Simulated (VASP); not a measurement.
# KScS2 (P4/mmm) in VASP: further runs, part 2 of 2

VASP 6.6.1. The steps go on from the part before.

## (4) Single point, r2SCAN+rVV10

This run uses another cell than the first one, of 21.98 Å³/atom.

POSCAR

```
KScS2
1.0
    4.0166446699      0.0000000000      0.0000000000
    0.0000000000      4.0166446699      0.0000000000
    0.0000000000      0.0000000000      5.4499120201
K S Sc
1 2 1
Direct
    0.0000000000      0.0000000000      0.0000000000
    0.0000000000      0.0000000000      0.5000000000
    0.5000000000      0.5000000000      0.0000000000
    0.5000000000      0.5000000000      0.5000000000
```

INCAR.step1

```
ALGO = Normal
EDIFF = 1E-4
ENCUT = 520
GGA = PE
ISMEAR = -1
LASPH = T
LCHARG = F
LREAL = F
LWAVE = T
NBANDS = 24
NELM = 80
PREC = Accurate
SIGMA = 0.03
```

INCAR.step2

```
ALGO = Normal
BPARAM = 11.95
CPARAM = 0.0093
EDIFF = 1E-6
ENCUT = 520
ISIF = 2
ISMEAR = -1
ISTART = 1
IVDW_NL = 2
LASPH = T
LCHARG = F
LMIXTAU = T
LREAL = F
LUSE_VDW = T
LWAVE = F
METAGGA = R2SCAN
NBANDS = 24
NELM = 80
PREC = Accurate
SIGMA = 0.03
```

KPOINTS

```
k-points
0
Gamma
  8 8 6
```

Potentials or basis: VASP PAW PBE potentials, release 64 (K_sv, S, Sc_sv).

Started as:

```console
$ cat potpaw_PBE.64/K_sv/POTCAR potpaw_PBE.64/S/POTCAR potpaw_PBE.64/Sc_sv/POTCAR > POTCAR
$ cp INCAR.step1 INCAR
$ mpirun -np 1 vasp_std > vasp.out
$ cp INCAR.step2 INCAR
$ mpirun -np 1 vasp_std > vasp.out
```

OUTCAR:

```text
BPARAM = 11.95
   EDIFF = 1E-6
   ENCUT = 520
   ISIF = 2
   ISMEAR = -1
   ISTART = 1
   IVDW_NL = 2
   LASPH = T
   LREAL = F
   METAGGA = R2SCAN
   NELM = 80
   PREC = Accurate

 ion  position               nearest neighbor table
   1  0.000  0.000  0.000-   2 2.72   2 2.72   3 2.84   3 2.84   3 2.84   3 2.84
   2  0.000  0.000  0.500-   1 2.72   1 2.72   4 2.84   4 2.84   4 2.84   4 2.84
   3  0.500  0.500  0.000-   4 2.72   4 2.72   1 2.84   1 2.84   1 2.84   1 2.84
   4  0.500  0.500  0.500-   3 2.72   3 2.72   2 2.84   2 2.84   2 2.84   2 2.84
[... 852 lines left out ...]
  --------------------------------------------------------------------------------------
  -------------------------------------------------------------------------------------
  Total        0.0993924      0.0993924      0.1908676      0.0000000     -0.0000000     -0.0000000
  in kB        1.8111208      1.8111208      3.4779760      0.0000000     -0.0000000     -0.0000000
  external PRESSURE =       2.3667392 kB  Pullay stress =       0.0000000 kB

 VOLUME and BASIS-vectors are now :
 -----------------------------------------------------------------------------
  energy-cutoff  :      520.00
  volume of cell :       87.93
      direct lattice vectors                 reciprocal lattice vectors
     4.016644670  0.000000000  0.000000000     0.248964019  0.000000000  0.000000000
     0.000000000  4.016644670  0.000000000     0.000000000  0.248964019  0.000000000
     0.000000000  0.000000000  5.449912020     0.000000000  0.000000000  0.183489201

 POSITION                                       TOTAL-FORCE (eV/Angst)
 -----------------------------------------------------------------------------------
      0.00000      0.00000      0.00000         0.000000      0.000000      0.000000
      0.00000      0.00000      2.72496         0.000000      0.000000      0.000000
      2.00832      2.00832      0.00000         0.000000      0.000000      0.000000
      2.00832      2.00832      2.72496         0.000000      0.000000      0.000000
 -----------------------------------------------------------------------------------
    total drift:                                0.000000      0.000000      0.000000

  FREE ENERGIE OF THE ION-ELECTRON SYSTEM (eV)
  ---------------------------------------------------
  free  energy   TOTEN  =       -38.5642954867 eV

  energy  without entropy=      -38.5642093829  energy(sigma->0) =      -38.56425243
```

OUTCAR.step1:

```text
EDIFF = 1E-4
   ENCUT = 520
   GGA = PE
   ISMEAR = -1
   LASPH = T
[... 876 lines left out ...]
      0.00000      0.00000      0.00000         0.000000      0.000000      0.000000
      0.00000      0.00000      2.72496         0.000000      0.000000      0.000000
      2.00832      2.00832      0.00000         0.000000      0.000000      0.000000
      2.00832      2.00832      2.72496         0.000000      0.000000      0.000000
 -----------------------------------------------------------------------------------
    total drift:                                0.000000      0.000000      0.000000

  FREE ENERGIE OF THE ION-ELECTRON SYSTEM (eV)
  ---------------------------------------------------
  free  energy   TOTEN  =       -20.4619246805 eV

  energy  without entropy=      -20.4612555785  energy(sigma->0) =      -20.46159013
```

OSZICAR.step1:

```text
N       E                     dE             d eps       ncg     rms          rms(c)
DAV:   1     0.330980677532E+03    0.33098E+03   -0.14679E+04  2880   0.129E+03
DAV:   2     0.863702048757E+01   -0.32234E+03   -0.30567E+03  2968   0.385E+02
DAV:   3    -0.237710486771E+02   -0.32408E+02   -0.31145E+02  4416   0.113E+02
DAV:   4    -0.250788239810E+02   -0.13078E+01   -0.13059E+01  4880   0.217E+01
DAV:   5    -0.251139968552E+02   -0.35173E-01   -0.35152E-01  3952   0.323E+00    0.135E+01
DAV:   6    -0.206134158044E+02    0.45006E+01   -0.67438E+00  4120   0.217E+01    0.806E+00
DAV:   7    -0.205322511026E+02    0.81165E-01   -0.84452E-01  4112   0.800E+00    0.477E+00
DAV:   8    -0.206718738435E+02   -0.13962E+00   -0.78235E-01  3920   0.114E+01    0.313E+00
DAV:   9    -0.204940107088E+02    0.17786E+00   -0.38916E-01  3976   0.869E+00    0.160E+00
DAV:  10    -0.204622991109E+02    0.31712E-01   -0.58075E-02  3976   0.352E+00    0.352E-01
DAV:  11    -0.204626797094E+02   -0.38060E-03   -0.35148E-03  3896   0.351E-01    0.339E-01
DAV:  12    -0.204619378279E+02    0.74188E-03   -0.18845E-03  4240   0.530E-01    0.874E-02
DAV:  13    -0.204620380926E+02   -0.10026E-03   -0.31003E-04  3152   0.116E-01    0.689E-02
DAV:  14    -0.204619269114E+02    0.11118E-03   -0.62222E-05  2536   0.141E-01    0.390E-02
DAV:  15    -0.204619246805E+02    0.22309E-05   -0.35599E-05  1816   0.495E-02
   1 F= -.20461925E+02 E0= -.20461590E+02  d E =-.669102E-03
```

Wall time 3.6 min (1 thread of Intel Xeon 6975P-C (Granite Rapids), shared host); peak memory 0.42 GiB.

What came out:

| Quantity | Value |
| --- | --- |
| Free energy | -38.5643 eV |
| Pressure | 0.2 GPa |
| Band gap on the k mesh | 0.22 eV |

Levels at points of the mesh, in eV from the valence-band top:
```csv
k point,band 12,band 13,band 14,band 15,band 16,band 17,band 18,band 19,band 20,band 21
"(0.00, 0.00, 0.00)",-2.06,-2.06,-0.44,0.00,0.00,0.22,1.24,1.58,1.58,1.88
"(0.50, 0.00, 0.00)",-2.89,-2.11,-1.94,-1.54,-0.84,1.77,1.99,2.16,2.41,3.79
"(0.50, 0.50, 0.00)",-3.52,-1.67,-0.85,-0.57,-0.57,0.79,0.79,1.96,2.15,2.26
"(0.00, 0.00, 0.50)",-2.39,-2.10,-2.10,-0.51,-0.51,0.29,1.26,2.30,2.47,2.47
"(0.50, 0.00, 0.50)",-3.12,-2.95,-2.59,-1.18,-1.08,2.04,2.45,2.54,3.77,4.48
"(0.50, 0.50, 0.50)",-3.55,-2.88,-1.94,-1.32,-1.32,2.15,2.15,2.18,2.27,2.42
```

Caveat: the PAW data sets were made with another functional, which shifts forces and pressure a little.

## (5) Relaxation of cell and atoms, PBEsol

This run uses another cell than the first one, of 26.35 Å³/atom.

INCAR

```
PREC = Accurate ; ENCUT = 600
EDIFF = 1E-6 ; ISMEAR = -1
SIGMA = 0.03 ; LREAL = False
LASPH = True ; NELM = 100
ALGO = Normal ; ISIF = 3
LWAVE = False ; LCHARG = False
GGA = PS ; IBRION = 2
NSW = 100 ; EDIFFG = -0.01
```

KPOINTS

```
regular mesh
0
Gamma
  6 6 4
```

POSCAR

```
KScS2
1.0
    4.2080815503      0.0000000000      0.0000000000
    0.0000000000      4.2080815503      0.0000000000
    0.0000000000      0.0000000000      5.9511260000
K S Sc
1 2 1
Direct
    0.0000000000      0.0000000000      0.0000000000
    0.0000000000      0.0000000000      0.5000000000
    0.5000000000      0.5000000000      0.0000000000
    0.5000000000      0.5000000000      0.5000000000
```

Started as:

```console
$ cat potpaw_PBE.64/K_sv/POTCAR potpaw_PBE.64/S/POTCAR potpaw_PBE.64/Sc_sv/POTCAR > POTCAR
$ mpirun -np 1 vasp_std > vasp.out
```

Wall time 70 s (1 thread of Intel Xeon 6975P-C (Granite Rapids), shared host); peak memory 0.3 GiB.

The run converged. Its results:

```
Free energy                           : -21.6333 eV
Relaxed volume                        : 21.54 Å³/atom
Relaxed cell                          : a = 3.985 Å, b = 3.985 Å, c = 5.427 Å, α = 90.00°, β = 90.00°, γ = 90.00°
Space group after relaxing (to 0.1 Å) : P4/mmm (No. 123)
Energy gained by relaxing             : 163.9 meV/atom
Ionic steps                           : 3
Pressure after relaxing               : 0.0 GPa
Band gap on the k mesh                : zero (bands 16 and 17 overlap by 0.02 eV)
```

Step by step:
```
step  energy change (eV)  largest force (eV/Å)  pressure (GPa)  volume (Å³)
   1              0.0000                0.0000           -8.40       105.38
   2             -0.6550                0.0000            0.43        85.64
   3             -0.6558                0.0000            0.02        86.16
```

Final structure:
```yaml
crystal:
  lattice:
    - [3.98451, 0.00000, 0.00000]
    - [0.00000, 3.98451, 0.00000]
    - [0.00000, 0.00000, 5.42664]
  atoms:
    - { symbol: K, position: [0.00000, 0.00000, 0.00000] }
    - { symbol: S, position: [0.00000, 0.00000, 0.50000] }
    - { symbol: S, position: [0.50000, 0.50000, 0.00000] }
    - { symbol: Sc, position: [0.50000, 0.50000, 0.50000] }
```

Levels at points of the mesh, in eV from the Fermi level:
| k point | band 14 | band 15 | band 16 | band 17 | band 18 | band 19 |
| --- | --- | --- | --- | --- | --- | --- |
| (0.00, 0.00, 0.00) | -0.34 | -0.02 | 0.04 | 0.04 | 1.15 | 1.40 |
| (0.50, 0.00, 0.00) | -2.01 | -1.50 | -0.86 | 1.61 | 1.85 | 2.03 |
| (0.50, 0.50, 0.00) | -0.75 | -0.53 | -0.53 | 0.52 | 0.52 | 1.85 |
| (0.00, 0.00, 0.50) | -1.94 | -0.49 | -0.49 | 0.06 | 1.17 | 2.06 |
| (0.50, 0.00, 0.50) | -2.48 | -1.20 | -1.11 | 1.89 | 2.29 | 2.39 |
| (0.50, 0.50, 0.50) | -1.90 | -1.31 | -1.31 | 1.98 | 1.98 | 2.10 |

Caveat: the volume moved by over 15 % at a fixed basis, so the end points are rough; the PAW data sets were made with another functional, which shifts forces and pressure a little.

## (6) The runs side by side

| task | level | cell | k mesh | cutoff (eV) | gap on the mesh (eV) | pressure (GPa) |
| --- | --- | --- | --- | --- | --- | --- |
| single point | PBEsol | a = 3.980, b = 3.980, c = 5.417 Å, 4 atoms | 6 × 6 × 4 | 520 | none | 0.3 |
| single point | r2SCAN+rVV10 | a = 4.017, b = 4.017, c = 5.450 Å, 4 atoms | 6 × 6 × 4 | 520 | 0.22 | 0.2 |
| single point | r2SCAN+rVV10 | a = 4.017, b = 4.017, c = 5.450 Å, 4 atoms | 8 × 8 × 6 | 520 | 0.22 | 0.2 |
| relaxation of cell and atoms | PBEsol | relaxed from a = 4.208, b = 4.208, c = 5.951 Å, 4 atoms | 6 × 6 × 4 | 600 | none | 0.0 |

Alike in all rows: potentials or basis VASP PAW PBE potentials, release 64 (K_sv, S, Sc_sv); no spin polarisation; smearing fermi-dirac 0.03 eV.

Caveats: the PAW data sets were made with another functional, which shifts forces and pressure a little; the volume moved by over 15 % at a fixed basis, so the end points are rough (at least some runs).

Absolute energies hang on the potentials; compare differences alone.
